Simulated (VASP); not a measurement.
# SnO in VASP: single point with r2SCAN

Aim: the single point of SnO with r2SCAN.

Everything below comes from runs of VASP 6.6.1. Logs are shortened: lines on timing, memory, paths and dates and some standing lists are left out, and cuts for length are marked.

### Step 1. The cell of the first run

The cell holds a slab with vacuum, 12 atoms: a = 3.808 Å, b = 3.808 Å, c = 27.162 Å, α = 90.00°, β = 90.00°, γ = 90.00°.

### Step 2. Single point, r2SCAN

The input, POSCAR:

```
SnO
1.0
    3.8080256424      0.0000000000      0.0000000000
    0.0000000000      3.8080256424      0.0000000000
    0.0000000000      0.0000000000     27.1622980046
Sn O
6 6
Direct
    0.5000000000      0.0000000000      0.2761180221
    0.0000000000      0.5000000000      0.3605746262
    0.5000000000      0.0000000000      0.4577716979
    0.0000000000      0.5000000000      0.5422283021
    0.5000000000      0.0000000000      0.6394253738
    0.0000000000      0.5000000000      0.7238819779
    0.0000000000      0.0000000000      0.3183463241
    0.5000000000      0.5000000000      0.3183463241
    0.0000000000      0.0000000000      0.5000000000
    0.5000000000      0.5000000000      0.5000000000
    0.0000000000      0.0000000000      0.6816536759
    0.5000000000      0.5000000000      0.6816536759
```

The input, INCAR.step1:

```
SYSTEM = SnO
ALGO     = Normal         ! electronic algorithm
DIPOL    = 0.5 0.5 0.500
EDIFF    = 1E-4           ! SCF threshold, eV
ENCUT    = 520            ! plane-wave cutoff, eV
GGA      = PE             ! functional
IDIPOL   = 3            
ISMEAR   = 0              ! smearing method
LASPH    = .TRUE.         ! aspherical terms in the spheres
LCHARG   = .FALSE.        ! write CHGCAR
LDIPOL   = .TRUE.       
LREAL    = .FALSE.        ! projectors in reciprocal space
LWAVE    = .TRUE.         ! write WAVECAR
NBANDS   = 72             ! bands
NELM     = 100            ! most SCF steps
PREC     = Accurate       ! precision mode
SIGMA    = 0.05           ! smearing width, eV
```

The input, INCAR.step2:

```
SYSTEM = SnO
ALGO     = Normal         ! electronic algorithm
DIPOL    = 0.5 0.5 0.500
EDIFF    = 1E-7           ! SCF threshold, eV
ENCUT    = 520            ! plane-wave cutoff, eV
IDIPOL   = 3            
ISIF     = 2              ! what is computed and relaxed
ISMEAR   = 0              ! smearing method
ISTART   = 1            
LASPH    = .TRUE.         ! aspherical terms in the spheres
LCHARG   = .TRUE.         ! write CHGCAR
LDIPOL   = .TRUE.       
LELF     = .TRUE.         ! ELF
LMIXTAU  = .TRUE.       
LREAL    = .FALSE.        ! projectors in reciprocal space
LVACPOTAV= .TRUE.       
LVHAR    = .TRUE.       
LWAVE    = .FALSE.        ! write WAVECAR
METAGGA  = R2SCAN         ! meta-GGA
NBANDS   = 72             ! bands
NELM     = 100            ! most SCF steps
PREC     = Accurate       ! precision mode
SIGMA    = 0.05           ! smearing width, eV
```

The input, KPOINTS:

```
k-points
0
G
  9 9 1
  0 0 0
```

Potentials or basis: VASP PAW PBE potentials, release 64 (Sn_d, O).

Launch:

```
> cat potpaw_PBE.64/Sn_d/POTCAR potpaw_PBE.64/O/POTCAR > POTCAR
> cp INCAR.step1 INCAR
> mpirun -np 1 vasp_std > vasp.out
> cp INCAR.step2 INCAR
> mpirun -np 1 vasp_std > vasp.out
```

OUTCAR:

```text
SYSTEM = SnO
   EDIFF = 1E-7
   ENCUT = 520
   ISIF = 2
   ISMEAR = 0
   ISTART = 1
   LASPH = .TRUE.
   LREAL = .FALSE.
   METAGGA = R2SCAN
   NELM = 100
   PREC = Accurate

 ion  position               nearest neighbor table
   1  0.500  0.000  0.276-   7 2.22   8 2.22   8 2.22   7 2.22   2 3.54   2 3.54   2 3.54   2 3.54

   2  0.000  0.500  0.361-   7 2.22   8 2.22   7 2.22   8 2.22   1 3.54   1 3.54   1 3.54   1 3.54

   3  0.500  0.000  0.458-   9 2.22  10 2.22  10 2.22   9 2.22   4 3.54   4 3.54   4 3.54   4 3.54
[... 7 lines left out ...]
   7  0.000  0.000  0.318-   1 2.22   1 2.22   2 2.22   2 2.22
   8  0.500  0.500  0.318-   1 2.22   1 2.22   2 2.22   2 2.22
   9  0.000  0.000  0.500-   3 2.22   4 2.22   4 2.22   3 2.22
  10  0.500  0.500  0.500-   3 2.22   4 2.22   3 2.22   4 2.22
  11  0.000  0.000  0.682-   6 2.22   6 2.22   5 2.22   5 2.22
  12  0.500  0.500  0.682-   6 2.22   6 2.22   5 2.22   5 2.22

  LATTYP: Found a simple tetragonal cell.
 ALAT       =     3.8080256424
 C/A-ratio  =     7.1329083770

  Lattice vectors:

 A1 = (   3.8080256424,   0.0000000000,   0.0000000000)
 A2 = (   0.0000000000,   3.8080256424,   0.0000000000)
 A3 = (   0.0000000000,   0.0000000000,  27.1622980046)

Analysis of symmetry for initial positions (statically):
=====================================================================
 Subroutine PRICEL returns:
 Original cell was already a primitive cell.

 Routine SETGRP: Setting up the symmetry group for a
 simple tetragonal supercell.

 Subroutine GETGRP returns: Found 16 space group operations
 (whereof  8 operations were pure point group operations)
 out of a pool of 16 trial point group operations.

The static configuration has the point symmetry D_2d.
 The point group associated with its full space group is D_4h.

Analysis of symmetry for dynamics (positions and initial velocities):
=====================================================================
 Subroutine PRICEL returns:
 Original cell was already a primitive cell.

 Routine SETGRP: Setting up the symmetry group for a
 simple tetragonal supercell.

 Subroutine GETGRP returns: Found 16 space group operations
 (whereof  8 operations were pure point group operations)
 out of a pool of 16 trial point group operations.

The dynamic configuration has the point symmetry D_2d.
 The point group associated with its full space group is D_4h.

 Subroutine INISYM returns: Found 16 space group operations
 (whereof  8 operations are pure point group operations),
 and found     1 'primitive' translations
[... 119 lines left out ...]
   EFERMI =   0.00;   METHOD = LEGACY
   ISMEAR =     0;   SIGMA  =   0.05  broadening in eV -4-tet -1-fermi 0-gaus
   EFERMI_NEDOS =   21; number of points for ismear=-14 and -15
   IALGO  =     38    algorithm
   IMIX   =      4    mixing-type and parameters
     AMIX     =   0.40;   BMIX     =  1.00
     AMIX_MAG =   1.60;   BMIX_MAG =  1.00
  volume/ion in A,a.u.               =      32.82       221.50
  Fermi-wavevector in a.u.,A,eV,Ry     =   1.101573  2.081671 16.510159  1.213462
  Thomas-Fermi vector in A             =   2.238002
   LORBIT       =      0    0 simple, 1 ext, 2 COOP (PROOUT), +10 PAW based schemes
   METAGGA = R2SCAN    functional components
   LHFCALC =     F    Hartree Fock is set to
   AEXX    =    0.0000 exact exchange contribution
   IVDW    =     0    specifies the selected vdW correction
   LEPSILON=     F    determine dielectric tensor
   LRPA    =     F    only Hartree local field effects (RPA)
 non-spin polarized calculation
 Gauss-broadening in eV      SIGMA  =   0.05
  energy-cutoff  :      520.00
  volume of cell :      393.88
 maximum number of plane-waves:     10652
   NGX = 15   NGY = 15   NGZ =101

 number of electron     119.9999974 magnetization

 dipolmoment           0.000000      0.000000      0.000000 electrons x Angstroem

 Free energy of the ion-electron system (eV)
  ---------------------------------------------------
  ext. energy  EPLUGINS =         0.00000000
  ---------------------------------------------------
  free energy    TOTEN  =      -200.50047865 eV

  energy without entropy =     -200.50047865  energy(sigma->0) =     -200.50047865

 E-fermi :   1.8271     XC(G=0):  -6.2582

 val. band max:        1.5808620355   @ k =   0.0000   0.0000   0.0000
 cond. band min:       2.6401973425   @ k =   0.4444   0.4444   0.0000
 fundamental gap:      1.0593353070
 Fermi energy:         1.8271071927

 k-point     1 :       0.0000    0.0000    0.0000
  band No.  band energies     occupation
      1     -21.0761      2.00000
      2     -21.0675      2.00000
      3     -21.0649      2.00000
      4     -20.5259      2.00000
      5     -20.5116      2.00000
      6     -20.5102      2.00000
[... 1114 lines left out ...]
     71       6.9428      0.00000
     72       7.3475      0.00000

------------------------ aborting loop because EDIFF is reached ----------------------------------------

  FORCE on cell =-STRESS in cart. coord.  units (eV):
  Direction    XX          YY          ZZ          XY          YZ          ZX
  --------------------------------------------------------------------------------------
  -------------------------------------------------------------------------------------
  Total        0.3663655      0.3663655      1.3024782      0.0000000      0.0000000      0.0000000
  in kB        1.4902493      1.4902493      5.2980346      0.0000000      0.0000000      0.0000000
  external PRESSURE =       2.7595111 kB  Pullay stress =       0.0000000 kB

 VOLUME and BASIS-vectors are now :
 -----------------------------------------------------------------------------
  energy-cutoff  :      520.00
  volume of cell :      393.88
      direct lattice vectors                 reciprocal lattice vectors
     3.808025642  0.000000000  0.000000000     0.262603274  0.000000000  0.000000000
     0.000000000  3.808025642  0.000000000     0.000000000  0.262603274  0.000000000
     0.000000000  0.000000000 27.162298005     0.000000000  0.000000000  0.036815736

 POSITION                                       TOTAL-FORCE (eV/Angst)
 -----------------------------------------------------------------------------------
      1.90401      0.00000      7.50000        -0.000000     -0.000000     -0.313777
      0.00000      1.90401      9.79404        -0.000000     -0.000000      0.239362
      1.90401      0.00000     12.43413        -0.000000     -0.000000     -0.151639
      0.00000      1.90401     14.72817        -0.000000     -0.000000      0.151639
      1.90401      0.00000     17.36826         0.000000     -0.000000     -0.239362
      0.00000      1.90401     19.66230        -0.000000     -0.000000      0.313777
      0.00000      0.00000      8.64702        -0.000000     -0.000000      0.044247
      1.90401      1.90401      8.64702        -0.000000      0.000000      0.044247
      0.00000      0.00000     13.58115        -0.000000      0.000000      0.000000
      1.90401      1.90401     13.58115        -0.000000     -0.000000      0.000000
      0.00000      0.00000     18.51528        -0.000000     -0.000000     -0.044247
      1.90401      1.90401     18.51528        -0.000000      0.000000     -0.044247
 -----------------------------------------------------------------------------------
    total drift:                                0.000000      0.000000      0.000000

  FREE ENERGIE OF THE ION-ELECTRON SYSTEM (eV)
  ---------------------------------------------------
  free  energy   TOTEN  =      -200.5004786481 eV

  energy  without entropy=     -200.5004786481  energy(sigma->0) =     -200.50047865

 vacuum level on the upper side and lower side of the slab         6.126         6.126
```

OUTCAR.step1:

```text
SYSTEM = SnO
   EDIFF = 1E-4
   ENCUT = 520
   GGA = PE
   ISMEAR = 0
   LASPH = .TRUE.
   LREAL = .FALSE.
   NELM = 100
[... 1387 lines left out ...]
      0.00000      0.00000     18.51528        -0.000000     -0.000000     -0.024760
      1.90401      1.90401     18.51528        -0.000000      0.000000     -0.024760
 -----------------------------------------------------------------------------------
    total drift:                                0.000000      0.000000      0.000000

  FREE ENERGIE OF THE ION-ELECTRON SYSTEM (eV)
  ---------------------------------------------------
  free  energy   TOTEN  =       -67.8964553814 eV

  energy  without entropy=      -67.8964553814  energy(sigma->0) =      -67.89645538

 vacuum level on the upper side and lower side of the slab         6.109         6.109
```

OSZICAR.step1:

```text
N       E                     dE             d eps       ncg     rms          rms(c)
DAV:   1     0.165962118960E+04    0.16596E+04   -0.56919E+04  2392   0.205E+03
DAV:   2     0.270014710306E+03   -0.13896E+04   -0.13502E+04  2392   0.615E+02
DAV:   3    -0.468542416499E+02   -0.31687E+03   -0.30901E+03  2520   0.253E+02
DAV:   4    -0.781333911165E+02   -0.31279E+02   -0.30903E+02  2504   0.812E+01
DAV:   5    -0.793537012003E+02   -0.12203E+01   -0.12174E+01  2600   0.166E+01    0.202E+01
DAV:   6    -0.676387316643E+02    0.11715E+02   -0.57165E+01  3168   0.516E+01    0.788E+00
DAV:   7    -0.679965578816E+02   -0.35783E+00   -0.78994E+00  2368   0.104E+01    0.491E+00
DAV:   8    -0.679603174647E+02    0.36240E-01   -0.18509E+00  3272   0.715E+00    0.187E+00
DAV:   9    -0.678887445846E+02    0.71573E-01   -0.43886E-01  3336   0.448E+00    0.519E-01
DAV:  10    -0.678997396115E+02   -0.10995E-01   -0.53326E-02  2840   0.143E+00    0.447E-01
DAV:  11    -0.678961236304E+02    0.36160E-02   -0.16752E-02  2936   0.963E-01    0.923E-02
DAV:  12    -0.678965015398E+02   -0.37791E-03   -0.42498E-03  2408   0.256E-01    0.958E-02
DAV:  13    -0.678964553814E+02    0.46158E-04   -0.23997E-04  1768   0.148E-01
   1 F= -.67896455E+02 E0= -.67896455E+02  d E =-.129833E-12
```

Run time: 61 min. Hardware: 1 thread of Oxide Virtual Turin-like, shared host; peak memory 0.6 GiB.

What came out:

| Quantity | Value |
| --- | --- |
| Free energy | -200.5005 eV |
| Largest force | 0.314 eV/Å |
| Band gap on the k mesh | 1.06 eV (least direct gap 2.23 eV) |

Forces on the atoms (eV/Å):
```
Sn   0.000  0.000 -0.314
Sn   0.000  0.000  0.239
Sn   0.000  0.000 -0.152
Sn   0.000  0.000  0.152
Sn   0.000  0.000 -0.239
Sn   0.000  0.000  0.314
O    0.000  0.000  0.044
O    0.000  0.000  0.044
O    0.000  0.000  0.000
O    0.000  0.000  0.000
O    0.000  0.000 -0.044
O    0.000  0.000 -0.044
```

Caveat: the PAW data sets were made with another functional, which shifts forces and pressure a little; spin-orbit coupling is left out, which moves the levels of the heavy elements.
